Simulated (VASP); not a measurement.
YSb, 2 atoms in the cell. Symmetry: I4/mmm, No. 139, tetragonal system. The conventional cell has a = 4.486 Å, b = 4.486 Å, c = 6.190 Å, α = 90.00°, β = 90.00°, γ = 90.00°. Within 4.1 Å of Y (site symmetry 4/mmm) lie 6 Sb at 3.10 to 3.17 Å. Sb (site symmetry 4/mmm) has 6 Y at 3.10 to 3.17 Å within 4.1 Å.  This cell differs from its parent crystal: strain +0.025 along x and y, +0.000 along z.

```yaml
Program: VASP 6.6.1
Task: single point
Functional: r2SCAN
Potentials_or_basis: VASP PAW PBE potentials, release 64 (Y_sv, Sb)
Cutoff: 520 eV
k_mesh: 14 × 14 × 14
Occupations: gaussian, width 0.15 eV
Spin: no spin polarisation
Dipole_correction: no
Further_INCAR_settings: ALGO = Normal; EDIFF = 1e-06; NBANDS = 15
```

Potentials or basis: VASP PAW PBE potentials, release 64 (Y_sv, Sb).

Command:

```console
$ cat potpaw_PBE.64/Y_sv/POTCAR potpaw_PBE.64/Sb/POTCAR > POTCAR
$ cp INCAR.step1 INCAR
$ mpirun -np 1 vasp_std > vasp.out
$ cp INCAR.step2 INCAR
$ mpirun -np 1 vasp_std > vasp.out
```

Hardware: 1 thread of Intel Xeon 8259CL, with other jobs on the host.

Problem. Estimate the wall time of this run.

Solution. Wall time 29 min on 1 thread of Intel Xeon 8259CL, on a shared host, peak memory 0.44 GiB. Counts: k points 244.
